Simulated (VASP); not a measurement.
# SiC (F-43m) in VASP: notebook

SiC is run at these levels: PBE, HSE06; tasks: relaxation of cell and atoms, single point.

All numbers are computed with VASP 6.6.1; they aren't measurements. Logs are shortened: lines on timing, memory, paths and dates and some standing lists are left out, and cuts for length are marked.

**Measured values to compare with.**

“Insight into the structural, elastic and electronic properties of a new orthorhombic 6O-SiC polytype”, 2020, pmc:7200658 quotes, for a bulk crystal of SiC: band gap 2.4 eV (indirect).

The results are compared with them further down.

## 1. The cell of the first run

The structure is cubic, space group F-43m (No. 216). Conventional cell: a = 4.379 Å, b = 4.379 Å, c = 4.379 Å, α = 90.00°, β = 90.00°, γ = 90.00°. Within 2.5 Å of Si (site symmetry -43m) lie 4 C at 1.90 Å. C (site symmetry -43m) has 4 Si at 1.90 Å within 2.5 Å.

## 2. Relaxation of cell and atoms, PBE

Contents of INCAR:

```
SYSTEM = SiC
PREC     = Accurate       ! precision mode
ENCUT    = 600            ! plane-wave cutoff, eV
EDIFF    = 1E-6           ! SCF threshold, eV
ISMEAR   = 0              ! smearing method
SIGMA    = 0.02           ! smearing width, eV
LREAL    = .False.        ! projectors in reciprocal space
LASPH    = .True.         ! aspherical terms in the spheres
NELM     = 60             ! most SCF steps
ALGO     = Normal         ! electronic algorithm
ISIF     = 3              ! what is computed and relaxed
LWAVE    = .False.        ! write WAVECAR
LCHARG   = .False.        ! write CHGCAR
GGA      = PE             ! functional
IBRION   = 2              ! ionic algorithm
NSW      = 100            ! ionic steps
EDIFFG   = -0.01          ! ionic threshold
```

Contents of KPOINTS:

```
regular mesh
0
Gamma
  10 10 10
  0 0 0
```

Contents of POSCAR:

```
SiC
1.0
    0.0000000000      2.1895502366      2.1895502366
    2.1895502366      0.0000000000      2.1895502366
    2.1895502366      2.1895502366      0.0000000000
Si C
1 1
Direct
    0.0000000000      0.0000000000      0.0000000000
    0.7500000000      0.7500000000      0.7500000000
```

Potentials or basis: VASP PAW PBE potentials, release 64 (Si, C).

Command:

```console
$ cat potpaw_PBE.64/Si/POTCAR potpaw_PBE.64/C/POTCAR > POTCAR
$ mpirun -np 1 vasp_std > vasp.out
```

OUTCAR:

```text
SYSTEM = SiC
   PREC = Accurate
   ENCUT = 600
   EDIFF = 1E-6
   ISMEAR = 0
   LREAL = .False.
   LASPH = .True.
   NELM = 60
   ISIF = 3
   GGA = PE
   IBRION = 2
   NSW = 100
   EDIFFG = -0.01

 ion  position               nearest neighbor table
   1  0.000  0.000  0.000-   2 1.90   2 1.90   2 1.90   2 1.90
   2  0.750  0.750  0.750-   1 1.90   1 1.90   1 1.90   1 1.90

  LATTYP: Found a face centered cubic cell.
 ALAT       =     4.3791004732

  Lattice vectors:

 A1 = (   0.0000000000,   2.1895502366,   2.1895502366)
 A2 = (   2.1895502366,   0.0000000000,   2.1895502366)
 A3 = (   2.1895502366,   2.1895502366,   0.0000000000)

Analysis of symmetry for initial positions (statically):
=====================================================================
 Subroutine PRICEL returns:
 Original cell was already a primitive cell.

 Routine SETGRP: Setting up the symmetry group for a
 face centered cubic supercell.

 Subroutine GETGRP returns: Found 24 space group operations
 (whereof 24 operations were pure point group operations)
 out of a pool of 48 trial point group operations.

The static configuration has the point symmetry T_d .

Analysis of symmetry for dynamics (positions and initial velocities):
=====================================================================
 Subroutine PRICEL returns:
 Original cell was already a primitive cell.

 Routine SETGRP: Setting up the symmetry group for a
 face centered cubic supercell.

 Subroutine GETGRP returns: Found 24 space group operations
 (whereof 24 operations were pure point group operations)
 out of a pool of 48 trial point group operations.

The dynamic configuration has the point symmetry T_d .

 Subroutine INISYM returns: Found 24 space group operations
 (whereof 24 operations are pure point group operations),
 and found     1 'primitive' translations

----------------------------------------------------------------------------------------

                                     Primitive cell

  volume of cell :      20.9940

  direct lattice vectors                    reciprocal lattice vectors
     0.000000000  2.189550237  2.189550237    -0.228357400  0.228357400  0.228357400
     2.189550237  0.000000000  2.189550237     0.228357400 -0.228357400  0.228357400
     2.189550237  2.189550237  0.000000000     0.228357400  0.228357400 -0.228357400

  length of vectors
     3.096491640  3.096491640  3.096491640     0.395526620  0.395526620  0.395526620

  position of ions in fractional coordinates (direct lattice)
     0.000000000  0.000000000  0.000000000
     0.750000000  0.750000000  0.750000000

  ion indices of the primitive-cell ions
   primitive index   ion index
                 1           1
                 2           2

----------------------------------------------------------------------------------------

 KPOINTS: regular mesh

Automatic generation of k-mesh.
 Grid dimensions read from file:
 generate k-points for:   10   10   10

 Generating k-lattice:

  Cartesian coordinates                     Fractional coordinates (reciprocal lattice)
    -0.022835740  0.022835740  0.022835740     0.100000000  0.000000000  0.000000000
     0.022835740 -0.022835740  0.022835740     0.000000000  0.100000000  0.000000000
     0.022835740  0.022835740 -0.022835740     0.000000000  0.000000000  0.100000000

  Length of vectors
     0.039552662  0.039552662  0.039552662

  Shift w.r.t. Gamma in fractional coordinates (k-lattice)
     0.000000000  0.000000000  0.000000000

 Subroutine IBZKPT returns following result:
 ===========================================

 Found     47 irreducible k-points:

 Following reciprocal coordinates:
            Coordinates               Weight
  0.000000  0.000000  0.000000      1.000000
  0.100000  0.000000  0.000000      8.000000
  0.200000  0.000000  0.000000      8.000000
  0.300000  0.000000  0.000000      8.000000
  0.400000  0.000000  0.000000      8.000000
  0.500000  0.000000  0.000000      4.000000
[... 16 lines left out ...]
  0.300000  0.300000  0.000000      6.000000
  0.400000  0.300000  0.000000     24.000000
 [... further k-points ...]
   k-points           NKPTS =     47   k-points in BZ     NKDIM =     47   number of bands    NBANDS=      8
   number of dos      NEDOS =    301   number of ions     NIONS =      2
   total plane-waves  NPLWV =  21952
   dimension x,y,z NGX =    28 NGY =   28 NGZ =   28
   dimension x,y,z NGXF=    56 NGYF=   56 NGZF=   56
   ions per type =               1   1
   NGX,Y,Z   is equivalent  to a cutoff of  15.03, 15.03, 15.03 a.u.
   NGXF,Y,Z  is equivalent  to a cutoff of  30.07, 30.07, 30.07 a.u.
 SYSTEM =  SiC
   PREC   = accura    normal or accurate (medium, high low for compatibility)
   ISTART =      0    job   : 0-new  1-cont  2-samecut
   ICHARG =      2    charge: 1-file 2-atom 10-const
   ISPIN  =      1    spin polarized calculation?
   LNONCOLLINEAR =      F non collinear calculations
   LSORBIT =      F    spin-orbit coupling
   LASPH  =      T    aspherical Exc in radial PAW
   ENCUT  =  600.0 eV  44.10 Ry    6.64 a.u.   6.18  6.18  6.18*2*pi/ulx,y,z
   NELM   =     60;   NELMIN=  2; NELMDL= -5     # of ELM steps
   EDIFF  = 0.1E-05   stopping-criterion for ELM
   LREAL  =      F    real-space projection
   EDIFFG = -.1E-01   stopping-criterion for IOM
   NSW    =    100    number of steps for IOM
   IBRION =      2    ionic relax: 0-MD 1-quasi-New 2-CG
   NFREE  =      1    steps in history (QN), initial steepest desc. (CG)
   ISIF   =      3    stress and relaxation
   ISYM   =      2    0-nonsym 1-usesym 2-fastsym
   POTIM  = 0.5000    time-step for ionic-motion
   TEBEG  =    0.0;   TEEND  =   0.0 temperature during run
   PSTRESS=    0.0 pullay stress
   NELECT =       8.0000    total number of electrons
   NUPDOWN=      -1.0000    fix difference up-down
   EMIN   =  10.00;   EMAX   =-10.00  energy-range for DOS
   EFERMI =   0.00;   METHOD = LEGACY
   ISMEAR =     0;   SIGMA  =   0.02  broadening in eV -4-tet -1-fermi 0-gaus
   EFERMI_NEDOS =   21; number of points for ismear=-14 and -15
   IALGO  =     38    algorithm
   IMIX   =      4    mixing-type and parameters
     AMIX     =   0.40;   BMIX     =  1.00
     AMIX_MAG =   1.60;   BMIX_MAG =  1.00
  volume/ion in A,a.u.               =      10.50        70.84
  Fermi-wavevector in a.u.,A,eV,Ry     =   1.186879  2.242877 19.166291  1.408683
  Thomas-Fermi vector in A             =   2.323043
   LORBIT       =      0    0 simple, 1 ext, 2 COOP (PROOUT), +10 PAW based schemes
   GGA     = PE    functional components
   LHFCALC =     F    Hartree Fock is set to
   AEXX    =    0.0000 exact exchange contribution
   IVDW    =     0    specifies the selected vdW correction
   LEPSILON=     F    determine dielectric tensor
   LRPA    =     F    only Hartree local field effects (RPA)
 conjugate gradient relaxation of ions
 non-spin polarized calculation
 Gauss-broadening in eV      SIGMA  =   0.02
  energy-cutoff  :      600.00
  volume of cell :       20.99
 maximum number of plane-waves:       725
 NGX is ok and might be reduce to    28
   NGX = 13   NGY = 13   NGZ = 13

 number of electron       8.0000000 magnetization

 Free energy of the ion-electron system (eV)
  ---------------------------------------------------
  ext. energy  EPLUGINS =         0.00000000
  ---------------------------------------------------
  free energy    TOTEN  =       -15.06218239 eV

  energy without entropy =      -15.06218239  energy(sigma->0) =      -15.06218239

 E-fermi :   8.1008     XC(G=0): -11.2930

 val. band max:        7.9442538567   @ k =   0.0000   0.0000   0.0000
 cond. band min:       9.3151688056   @ k =   0.5000   0.5000   0.0000
 fundamental gap:      1.3709149489
 Fermi energy:         8.1008111345

 k-point     1 :       0.0000    0.0000    0.0000
  band No.  band energies     occupation
      1      -7.3454      2.00000
      2       7.9443      2.00000
      3       7.9443      2.00000
      4       7.9443      2.00000
      5      14.0081      0.00000
      6      15.1525      0.00000
      7      15.1525      0.00000
      8      15.1525      0.00000

 k-point     2 :       0.1000    0.0000    0.0000
  band No.  band energies     occupation
      1      -7.1523      2.00000
      2       6.9377      2.00000
      3       7.8110      2.00000
      4       7.8110      2.00000
      5      14.2906      0.00000
      6      15.3937      0.00000
      7      15.3937      0.00000
      8      15.4079      0.00000

 k-point     3 :       0.2000    0.0000    0.0000
  band No.  band energies     occupation
      1      -6.5817      2.00000
      2       4.8321      2.00000
      3       7.5053      2.00000
      4       7.5053      2.00000
      5      14.0203      0.00000
      6      15.7561      0.00000
      7      15.7561      0.00000
      8      16.5930      0.00000

 k-point     4 :       0.3000    0.0000    0.0000
  band No.  band energies     occupation
      1      -5.6696      2.00000
      2       2.5415      2.00000
      3       7.1904      2.00000
      4       7.1904      2.00000
      5      13.6119      0.00000
      6      15.6376      0.00000
      7      15.6376      0.00000
      8      17.5842      0.00000

 k-point     5 :       0.4000    0.0000    0.0000
  band No.  band energies     occupation
      1      -4.5445      2.00000
      2       0.5127      2.00000
      3       6.9722      2.00000
      4       6.9722      2.00000
      5      13.3397      0.00000
      6      15.2762      0.00000
      7      15.2762      0.00000
      8      17.9013      0.00000
[... 177 lines left out ...]
 k-point    22 :      -0.2000    0.2000    0.0000
  band No.  band energies     occupation
      1      -5.3634      2.00000
      2       3.1666      2.00000
      3       4.7558      2.00000
      4       7.2972      2.00000
      5      14.4327      0.00000
      6      15.8284      0.00000
      7      16.2288      0.00000
      8      16.9843      0.00000

 k-point    23 :       0.3000    0.3000    0.0000
  band No.  band energies     occupation
      1      -5.1000      2.00000
      2       3.5904      2.00000
      3       5.6029      2.00000
      4       5.6029      2.00000
      5      11.0898      0.00000
      6      13.5024      0.00000
      7      19.3371      0.00000
      8      19.3371      0.00000

 k-point    24 :       0.4000    0.3000    0.0000
  band No.  band energies     occupation
      1      -4.2428      2.00000
      2       2.3806      2.00000
      3       4.8224      2.00000
      4       5.3427      2.00000
      5      10.8037      0.00000
      6      13.5094      0.00000
      7      19.4114      0.00000
      8      19.7396      0.00000

 [... further k-points ...]

------------------------ aborting loop because EDIFF is reached ----------------------------------------

  FORCE on cell =-STRESS in cart. coord.  units (eV):
  Direction    XX          YY          ZZ          XY          YZ          ZX
  --------------------------------------------------------------------------------------
  -------------------------------------------------------------------------------------
  Total       -0.0110605     -0.0110605     -0.0110605      0.0000000      0.0000000      0.0000000
  in kB       -0.8440918     -0.8440918     -0.8440918      0.0000000      0.0000000      0.0000000
  external PRESSURE =      -0.8440918 kB  Pullay stress =       0.0000000 kB

 VOLUME and BASIS-vectors are now :
 -----------------------------------------------------------------------------
  energy-cutoff  :      600.00
  volume of cell :       20.99
      direct lattice vectors                 reciprocal lattice vectors
     0.000000000  2.189550237  2.189550237    -0.228357400  0.228357400  0.228357400
     2.189550237  0.000000000  2.189550237     0.228357400 -0.228357400  0.228357400
     2.189550237  2.189550237  0.000000000     0.228357400  0.228357400 -0.228357400

 POSITION                                       TOTAL-FORCE (eV/Angst)
 -----------------------------------------------------------------------------------
      0.00000      0.00000      0.00000        -0.000000     -0.000000     -0.000000
      3.28433      3.28433      3.28433         0.000000      0.000000      0.000000
 -----------------------------------------------------------------------------------
    total drift:                                0.000000      0.000000      0.000000

  FREE ENERGIE OF THE ION-ELECTRON SYSTEM (eV)
  ---------------------------------------------------
  free  energy   TOTEN  =       -15.0621823868 eV

  energy  without entropy=      -15.0621823868  energy(sigma->0) =      -15.06218239

 reached required accuracy - stopping structural energy minimisation
```

Wall time 11 s (1 thread of Intel Xeon Platinum 8259CL at 2.50GHz (Skylake/Cascade Lake), shared host); peak memory 0.15 GiB.

Results:

```yaml
Free_energy: -15.0622 eV
Pressure_after_relaxing: -0.1 GPa
Band_gap_on_the_k_mesh: 1.37 eV, indirect (least direct gap 4.53 eV)
```

Final structure:
```
CELL_PARAMETERS angstrom
0.00000 2.18955 2.18955
2.18955 0.00000 2.18955
2.18955 2.18955 0.00000
ATOMIC_POSITIONS crystal
Si 0.00000 0.00000 0.00000
C 0.75000 0.75000 0.75000
```

Caveat: the relaxation stopped at its first step, so nothing moved.

## 3. Single point, HSE06

Contents of POSCAR:

```
SiC
1.0
    0.0000000000      2.1897201901      2.1897201901
    2.1897201901      0.0000000000      2.1897201901
    2.1897201901      2.1897201901      0.0000000000
Si C
1 1
Direct
    0.0000000000      0.0000000000      0.0000000000
    0.7500000000      0.7500000000      0.7500000000
```

Contents of INCAR.step1:

```
SYSTEM = SiC
PREC = Accurate ; ENCUT = 520
EDIFF = 1E-5 ; ISMEAR = 0
SIGMA = 0.02 ; LREAL = .False.
LASPH = .True. ; NELM = 100
ALGO = Normal ; ISIF = 2
LWAVE = .True. ; NBANDS = 11
GGA = PE
```

Contents of INCAR.step2:

```
SYSTEM = SiC
PREC = Accurate ; ENCUT = 520
EDIFF = 1E-6 ; ISMEAR = 0
SIGMA = 0.02 ; LREAL = .False.
LASPH = .True. ; NELM = 100
ALGO = Normal ; ISIF = 2
LWAVE = .False. ; LCHARG = .True.
GGA = PE ; LHFCALC = .True.
HFSCREEN = 0.2079 ; PRECFOCK = Normal
LELF = .True. ; LVHAR = .True.
NBANDS = 11 ; ISTART = 1
```

Contents of KPOINTS:

```
Automatic mesh
0
Gamma
  8 8 8
  0 0 0
```

Potentials or basis: VASP PAW PBE potentials, release 64 (Si, C).

Command:

```console
$ cat potpaw_PBE.64/Si/POTCAR potpaw_PBE.64/C/POTCAR > POTCAR
$ cp INCAR.step1 INCAR
$ mpirun -np 1 vasp_std > vasp.out
$ cp INCAR.step2 INCAR
$ mpirun -np 1 vasp_std > vasp.out
```

It took 15 min on 1 thread of Intel Xeon Platinum 8488C (Sapphire Rapids), shared host; peak memory 0.25 GiB.

It converged, with:

```yaml
Free_energy: -17.4167 eV
Pressure: -5.0 GPa
Band_gap_on_the_k_mesh: 2.24 eV, indirect (least direct gap 5.71 eV)
```

Levels at points of the mesh, in eV from the valence-band top:
```
           k point  band 2  band 3  band 4  band 5  band 6  band 7
(0.00, 0.00, 0.00)    0.00    0.00    0.00    7.35    8.48    8.48
(0.50, 0.00, 0.00)   -9.27   -1.15   -1.15    6.49    8.41    8.41
(0.50, 0.50, 0.00)   -8.49   -3.47   -3.47    2.24    5.31   15.75
```

Caveat: the PAW data sets were made with another functional, which shifts forces and pressure a little. A k mesh can miss the band edges.

(Continued in part 2 of 2.)
